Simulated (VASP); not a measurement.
Here is a VASP 6.6.1 calculation.

File INCAR:

```
SYSTEM = Al12H
ALGO = Normal
DIPOL = 0.5 0.5 0.319
EDIFF = 1E-6
ENCUT = 520
GGA = CA
IDIPOL = 3
ISIF = 2
ISMEAR = 0
LASPH = .TRUE.
LCHARG = .FALSE.
LDIPOL = .TRUE.
LREAL = .FALSE.
LWAVE = .FALSE.
NBANDS = 30
NELM = 60
PREC = Accurate
SIGMA = 0.1
```

KPOINTS

```
k-points
0
G
  6 6 1
  0 0 0
```

Contents of POSCAR:

```
Al12H
1.0
    5.6336864728      0.0000000000      0.0000000000
   -2.8168432364      4.8789156024      0.0000000000
    0.0000000000      0.0000000000     20.0321727773
Al H
12 1
Direct
    0.3333333333      0.1666666667      0.1996787889
    0.3333333333      0.6666666667      0.1996787889
    0.8333333333      0.1666666667      0.1996787889
    0.8333333333      0.6666666667      0.1996787889
    0.1666666667      0.3333333333      0.3128097090
    0.1666666667      0.8333333333      0.3128097090
    0.6666666667      0.3333333333      0.3128097090
    0.6666666667      0.8333333333      0.3128097090
    0.0000000000      0.0000000000      0.4259234818
    0.0000000000      0.5000000000      0.4259234818
    0.5000000000      0.0000000000      0.4259234818
    0.5000000000      0.5000000000      0.4259234818
    0.1666666667      0.3333333333      0.3968068249
```

Potentials or basis: VASP PAW LDA potentials, release 64 (Al, H).

Launch:

```bash
$ cat potpaw_LDA.64/Al/POTCAR potpaw_LDA.64/H/POTCAR > POTCAR
$ mpirun -np 1 vasp_std > vasp.out
```

(1) Predict the largest force.

(2) Estimate the band gap on the k mesh.

Answers

(1) 1.351 eV/Å.

(2) zero (an odd number of electrons rules out a gap without spin polarisation).
